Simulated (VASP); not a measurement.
Write the native input for VASP 6.6.1 that does the following.

```yaml
Task: single point
Functional: PBE
Potentials_or_basis: VASP PAW PBE potentials, release 64 (Si, C)
Cutoff: 520 eV
k_mesh: 4 × 4 × 4
Occupations: gaussian, width 0.1 eV
Spin: no spin polarisation
Dipole_correction: no
Further_INCAR_settings: ALGO = Normal; EDIFF = 1e-07; NBANDS = 26
```

The structure of SiC lies in POSCAR:

```
SiC
1.0
    4.3640189300      0.0000000000      0.0000000000
    0.0000000000      4.3640189300      0.0000000000
    0.0000000000      0.0000000000      4.3459615500
Si C
4 4
Direct
    0.7294777900      0.8055374600      0.8140122300
    0.8055374600      0.2705222100      0.1859877700
    0.1944625400      0.7294777900      0.1859877700
    0.2705222100      0.1944625400      0.8140122300
    0.0000000000      0.5000000000      0.4767099000
    0.0000000000      0.0000000000      0.0000000000
    0.5000000000      0.5000000000      0.0000000000
    0.5000000000      0.0000000000      0.5232901000
```

These files were run (other wordings do the same):

INCAR

```
PREC = Accurate
ENCUT = 520
EDIFF = 1E-7
ISMEAR = 0
SIGMA = 0.1
LREAL = F
LASPH = T
NELM = 80
ALGO = Normal
ISIF = 2
LWAVE = F
LCHARG = F
GGA = PE
NBANDS = 26
```

KPOINTS

```
regular mesh
0
Gamma
  4 4 4
```

Potentials or basis: VASP PAW PBE potentials, release 64 (Si, C).

The run is started by

```sh
$ cat potpaw_PBE.64/Si/POTCAR potpaw_PBE.64/C/POTCAR > POTCAR
$ mpirun -np 1 vasp_std > vasp.out
```

It gave:

| Property | Result |
| --- | --- |
| Pressure | 23.9 GPa |
| Largest force | 9.676 eV/Å |
| Band gap on the k mesh | zero (band 16 reaches 9.23 eV, above the bottom of band 17 at 8.54 eV) |

Caveat: the k points lie up to 0.36 Å⁻¹ apart; forces of over 1 eV/Å act on the atoms, so gaps and moduli don't describe the material at rest.

It took 46 s on 1 thread of Intel Xeon 8259CL, on a shared host, peak memory 0.18 GiB.
